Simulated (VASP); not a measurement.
Here is a VASP 6.6.1 calculation.

INCAR

```
ALGO     = Normal         # electronic algorithm
EDIFF    = 1E-7           # SCF threshold, eV
ENCUT    = 520            # plane-wave cutoff, eV
ISIF     = 2              # what is computed and relaxed
ISMEAR   = -1             # smearing method
LASPH    = T              # aspherical terms in the spheres
LCHARG   = F              # write CHGCAR
LREAL    = F              # projectors in reciprocal space
LWAVE    = F              # write WAVECAR
NBANDS   = 36             # bands
NELM     = 60             # most SCF steps
PREC     = Accurate       # precision mode
SIGMA    = 0.05           # smearing width, eV
```

Contents of KPOINTS:

```
k-points
0
Gamma
  8 8 8
```

Contents of POSCAR:

```
CoSi
1.0
    4.4450000000      0.0000000000      0.0000000000
    0.0000000000      4.4450000000      0.0000000000
    0.0000000000      0.0000000000      4.4450000000
Co Si
4 4
Direct
    0.1426019863      0.1426019863      0.1426019863
    0.6426019863      0.3573980137      0.8573980137
    0.8573980137      0.6426019863      0.3573980137
    0.3573980137      0.8573980137      0.6426019863
    0.8419149236      0.8419149236      0.8419149236
    1.3419149236     -0.3419149236      0.1580850764
    0.1580850764      1.3419149236     -0.3419149236
   -0.3419149236      0.1580850764      1.3419149236
```

Potentials or basis: VASP PAW LDA potentials, release 64 (Co, Si).

Run with:

```console
$ cat potpaw_LDA.64/Co/POTCAR potpaw_LDA.64/Si/POTCAR > POTCAR
$ mpirun -np 1 vasp_std > vasp.out
```

(1) Predict the largest force.

(2) Predict the band gap on the k mesh.

(3) Predict the pressure.

Results:

(1) 0.012 eV/Å.

(2) zero (band 26 reaches 11.81 eV, above the bottom of band 27 at 11.60 eV).

(3) -13.7 GPa.
